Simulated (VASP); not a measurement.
# Re (Fm-3m) in VASP: a series of runs, part 2 of 2

VASP 6.6.1.

### 3 Relaxation of volume and atoms at fixed shape, LDA

This run uses another cell than the first one, of 15.41 Å³/atom, 1.072 times its volume.

File INCAR:

```
ALGO     = Normal         # electronic algorithm
EDIFF    = 1E-7           # SCF threshold, eV
EDIFFG   = -0.02          # ionic threshold
ENCUT    = 600            # plane-wave cutoff, eV
GGA      = CA             # functional
IBRION   = 2              # ionic algorithm
ISIF     = 8              # what is computed and relaxed
ISMEAR   = 0              # smearing method
LASPH    = T              # aspherical terms in the spheres
LCHARG   = F              # write CHGCAR
LREAL    = F              # projectors in reciprocal space
LWAVE    = F              # write WAVECAR
NELM     = 80             # most SCF steps
NSW      = 80             # ionic steps
PREC     = Accurate       # precision mode
SIGMA    = 0.05           # smearing width, eV
```

File KPOINTS:

```
k-points
0
Gamma
  20 20 20
```

File POSCAR:

```
Re
1.0
    0.0000000000      1.9750000000      1.9750000000
    1.9750000000      0.0000000000      1.9750000000
    1.9750000000      1.9750000000      0.0000000000
Re
1
Direct
    0.0000000000      0.0000000000      0.0000000000
```

Potentials or basis: VASP PAW LDA potentials, release 64 (Re).

Command:

```
cat potpaw_LDA.64/Re/POTCAR > POTCAR
mpirun -np 1 vasp_std > vasp.out
```

OUTCAR:

```text
EDIFF = 1E-7
   EDIFFG = -0.02
   ENCUT = 600
   GGA = CA
   IBRION = 2
   ISIF = 8
   ISMEAR = 0
   LASPH = T
   LREAL = F
   NELM = 80
   NSW = 80
   PREC = Accurate

 ion  position               nearest neighbor table
   1  0.000  0.000  0.000-

  LATTYP: Found a face centered cubic cell.
 ALAT       =     3.9500000000

  Lattice vectors:

 A1 = (   0.0000000000,   1.9750000000,   1.9750000000)
 A2 = (   1.9750000000,   0.0000000000,   1.9750000000)
 A3 = (   1.9750000000,   1.9750000000,   0.0000000000)

Analysis of symmetry for initial positions (statically):
=====================================================================
 Subroutine PRICEL returns:
 Original cell was already a primitive cell.

 Routine SETGRP: Setting up the symmetry group for a
 face centered cubic supercell.

 Subroutine GETGRP returns: Found 48 space group operations
 (whereof 48 operations were pure point group operations)
 out of a pool of 48 trial point group operations.

The static configuration has the point symmetry O_h .

Analysis of symmetry for dynamics (positions and initial velocities):
=====================================================================
 Subroutine PRICEL returns:
 Original cell was already a primitive cell.

 Routine SETGRP: Setting up the symmetry group for a
 face centered cubic supercell.

 Subroutine GETGRP returns: Found 48 space group operations
 (whereof 48 operations were pure point group operations)
 out of a pool of 48 trial point group operations.

The dynamic configuration has the point symmetry O_h .

 Subroutine INISYM returns: Found 48 space group operations
 (whereof 48 operations are pure point group operations),
 and found     1 'primitive' translations

----------------------------------------------------------------------------------------

                                     Primitive cell

[... 112 lines left out ...]
   LORBIT       =      0    0 simple, 1 ext, 2 COOP (PROOUT), +10 PAW based schemes
   GGA     = CA    functional components
   LHFCALC =     F    Hartree Fock is set to
   AEXX    =    0.0000 exact exchange contribution
   IVDW    =     0    specifies the selected vdW correction
   LEPSILON=     F    determine dielectric tensor
   LRPA    =     F    only Hartree local field effects (RPA)
 conjugate gradient relaxation of ions
 non-spin polarized calculation
 Gauss-broadening in eV      SIGMA  =   0.05
  energy-cutoff  :      600.00
  volume of cell :       15.41
 maximum number of plane-waves:       532
   NGX = 11   NGY = 11   NGZ = 11

--------------------------------------- Ionic step        1  -------------------------------------------

 number of electron       7.0000000 magnetization

 Free energy of the ion-electron system (eV)
  ---------------------------------------------------
  ext. energy  EPLUGINS =         0.00000000
  ---------------------------------------------------
  free energy    TOTEN  =       -13.62142567 eV

  energy without entropy =      -13.61997640  energy(sigma->0) =      -13.62070103

------------------------ aborting loop because EDIFF is reached ----------------------------------------

  FORCE on cell =-STRESS in cart. coord.  units (eV):
  Direction    XX          YY          ZZ          XY          YZ          ZX
  --------------------------------------------------------------------------------------
  -------------------------------------------------------------------------------------
  Total       -2.2190010     -2.2190010     -2.2190010      0.0000000     -0.0000000      0.0000000
  in kB     -230.7473787   -230.7473787   -230.7473787      0.0000000     -0.0000000      0.0000000
  external PRESSURE =    -230.7473787 kB  Pullay stress =       0.0000000 kB
[... 22 lines left out ...]
--------------------------------------- Ionic step        2  -------------------------------------------

 number of electron       7.0000000 magnetization

 E-fermi :  12.4125     XC(G=0): -15.4755

 val. band max:       12.4124377749   @ k =  -0.4000   0.0500   0.0000
 cond. band min:      12.4342702369   @ k =  -0.3500   0.3000   0.0500
 fundamental gap:      0.0218324620
 Fermi energy:        12.4124553615

 k-point     1 :       0.0000    0.0000    0.0000
  band No.  band energies     occupation
      1       0.3312      2.00000
      2       9.3603      2.00000
      3       9.3603      2.00000
      4       9.3603      2.00000
      5      14.2689      0.00000
      6      14.2689      0.00000
      7      26.3426      0.00000
[... 334 lines left out ...]
--------------------------------------- Ionic step        5  -------------------------------------------

 number of electron       7.0000000 magnetization

 Free energy of the ion-electron system (eV)
  ---------------------------------------------------
  ext. energy  EPLUGINS =         0.00000000
  ---------------------------------------------------
  free energy    TOTEN  =       -13.69581834 eV

  energy without entropy =      -13.69437109  energy(sigma->0) =      -13.69509472

 E-fermi :   8.3857     XC(G=0): -13.9461

 val. band max:        8.3850888834   @ k =  -0.3000   0.3000   0.0500
 cond. band min:       8.3864175110   @ k =  -0.2000   0.1500   0.0000
 fundamental gap:      0.0013286276
 Fermi energy:         8.3856531943

 k-point     1 :       0.0000    0.0000    0.0000
  band No.  band energies     occupation
      1      -1.8316      2.00000
      2       6.3743      2.00000
      3       6.3743      2.00000
      4       6.3743      2.00000
      5       9.6431      0.00000
      6       9.6431      0.00000
      7      22.3485      0.00000
[... 258 lines left out ...]
  FREE ENERGIE OF THE ION-ELECTRON SYSTEM (eV)
  ---------------------------------------------------
  free  energy   TOTEN  =       -13.6958183438 eV

  energy  without entropy=      -13.6943710939  energy(sigma->0) =      -13.69509472

 reached required accuracy - stopping structural energy minimisation
```

CONTCAR:

```text
Re
   1.00000000000000
     0.0000000000000000    1.9325011650664887    1.9325011650664887
     1.9325011650664887    0.0000000000000000    1.9325011650664887
     1.9325011650664887    1.9325011650664887    0.0000000000000000
  Re
     1
Direct
     0.0000000000000000    0.0000000000000000    0.0000000000000000

  0.00000000E+00  0.00000000E+00  0.00000000E+00
```

It took 85 s on 1 thread of AMD EPYC 7R13 (Zen 3), shared host; peak memory 0.15 GiB.

Results:

```
Free energy                            : -13.6958 eV
Relaxed volume                         : 14.43 Å³/atom
Relaxed cell                           : a = 2.733 Å, b = 2.733 Å, c = 2.733 Å, α = 60.00°, β = 60.00°, γ = 60.00°
Space group after relaxing (to 0.05 Å) : Fm-3m (No. 225)
Energy gained by relaxing              : 74.4 meV/atom
Ionic steps                            : 5
Pressure after relaxing                : 0.0 GPa
```

The path:
```csv
step,energy change (eV),largest force (eV/Å),pressure (GPa),volume (Å³)
1,0.0000,0.0000,-23.07,15.41
2,1.6619,0.0000,203.98,10.97
3,-0.0730,0.0000,-3.50,14.56
4,-0.0743,0.0000,-1.10,14.47
5,-0.0744,0.0000,0.00,14.43
```

Final structure:
```cif
data_structure
_symmetry_space_group_name_H-M 'P 1'
_symmetry_Int_Tables_number 1
_cell_length_a 2.7330
_cell_length_b 2.7330
_cell_length_c 2.7330
_cell_angle_alpha 60.000
_cell_angle_beta 60.000
_cell_angle_gamma 60.000
_cell_volume 14.43
loop_
_atom_site_label
_atom_site_type_symbol
_atom_site_fract_x
_atom_site_fract_y
_atom_site_fract_z
_atom_site_occupancy
Re1 Re 0.00000 0.00000 0.00000 1
```

Caveat: spin-orbit coupling is left out, which moves the levels of the heavy elements. Zero-point motion and thermal expansion aren't in these numbers.
